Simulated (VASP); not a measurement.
Wanted: the native input for a VASP 6.6.1 run.

```yaml
Task: single point
Functional: PBEsol
Potentials_or_basis: VASP PAW PBE potentials, release 64 (Cd, Se)
Cutoff: 520 eV
k_mesh: 10 × 10 × 10
Occupations: gaussian, width 0.05 eV
Spin: no spin polarisation
Dipole_correction: no
Further_INCAR_settings: ALGO = Normal; EDIFF = 1e-06; NBANDS = 16
```

The structure of CdSe lies in POSCAR:

```
CdSe
1.0
    0.0000000000      3.1933750868      3.0413096065
    3.0413096065      0.0000000000      3.0413096065
    3.0413096065      3.1933750868      0.0000000000
Cd Se
1 1
Direct
    0.0000000000      0.0000000000      0.0000000000
    0.7500000000      0.7500000000      0.7500000000
```

This cell differs from its parent crystal: engineering shear strain xz +0.0000, normal strain along z +0.0500.

One way to write it, as run:

INCAR

```
SYSTEM = CdSe
PREC = Accurate
ENCUT = 520
EDIFF = 1E-6
ISMEAR = 0
SIGMA = 0.05
LREAL = .False.
LASPH = .True.
NELM = 100
ALGO = Normal
ISIF = 2
LWAVE = .False.
LCHARG = .False.
GGA = PS
NBANDS = 16
```

KPOINTS

```
Automatic mesh
0
Gamma
  10 10 10
  0 0 0
```

Potentials or basis: VASP PAW PBE potentials, release 64 (Cd, Se).

Run with:

```sh
$ cat potpaw_PBE.64/Cd/POTCAR potpaw_PBE.64/Se/POTCAR > POTCAR
$ mpirun -np 1 vasp_std > vasp.out
```

Results of the run:

```json
{
 "Pressure": "-2.1 GPa",
 "Band gap on the k mesh": "0.33 eV, direct"
}
```

Caveat: the cell differs from its parent crystal (engineering shear strain xz +0.0000, normal strain along z +0.0500); the PAW data sets were made with another functional, which shifts forces and pressure a little.

It took 3.3 min on 1 thread of AMD EPYC 7R13, with other jobs on the host, peak memory 0.23 GiB.
